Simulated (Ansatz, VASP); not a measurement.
## Two plane-wave programs on Hf

File INCAR:

```
SYSTEM = Hf
PREC = Accurate ; ENCUT = 520
EDIFF = 1E-6 ; ISMEAR = 0
SIGMA = 0.15 ; LREAL = .FALSE.
LASPH = .TRUE. ; NELM = 100
ALGO = Fast ; ISIF = 2
LWAVE = .FALSE. ; LCHARG = .FALSE.
GGA = PE ; NBANDS = 17
```

The input KPOINTS:

```
regular mesh
0
G
  18 18 10
  0 0 0
```

Contents of POSCAR:

```
Hf
1.0
    3.2404943572      0.0000000000      0.0000000000
   -1.6202471786      2.8063504341      0.0000000000
    0.0000000000      0.0000000000      4.9220098005
Hf
2
Direct
    0.3333333333      0.6666666667      0.2500000000
    0.6666666667      0.3333333333      0.7500000000
```

Input for Ansatz:

```yaml
crystal:
  lattice:
    - [3.2404943572, 0.0, 0.0]
    - [-1.6202471786, 2.8063504341, 0.0]
    - [0.0, 0.0, 4.9220098005]
  atoms:
    - { symbol: Hf, position: [0.3333333333, 0.6666666667, 0.25] }
    - { symbol: Hf, position: [0.6666666667, 0.3333333333, 0.75] }
basis:
  ecutwfc: 420
kpoints:
  mp_grid: { grid: [18, 18, 10] }
hamiltonian:
  xc: pbe
scf:
  occupations: { method: gaussian, width: 0.15 }
output:
  forces: true
  stress: true
  eigenvalues: true
```

Alike in both runs: task single point; functional PBE; k mesh 18 × 18 × 10; occupations gaussian, width 0.15 eV; no spin polarisation.

|  | VASP | Ansatz |
| --- | --- | --- |
| version | VASP 6.6.1 | Ansatz 0.2.0 |
| potentials or method | VASP PAW PBE potentials, release 64 (Hf_pv), cutoff 520 eV | scalar-relativistic, plane waves, PAW |
| valence electrons in the cell | 20 | 52 |

|  | VASP | Ansatz | Ansatz less VASP |
| --- | --- | --- | --- |
| gap on the k mesh at the Fermi level (eV) | none | none | - |
| pressure (GPa) | 0.5 | 1.0 | +0.43 |
| traceless stress, the component that is largest in VASP (GPa) | 3.38 | 3.45 | +0.071 |

A gap of «none» marks a metal or a gap that the smearing closes. VASP's potentials hold 20 valence electrons a cell and Ansatz's 52, so a difference there can come from the potentials and not from the codes.

Spin-orbit coupling is off throughout.
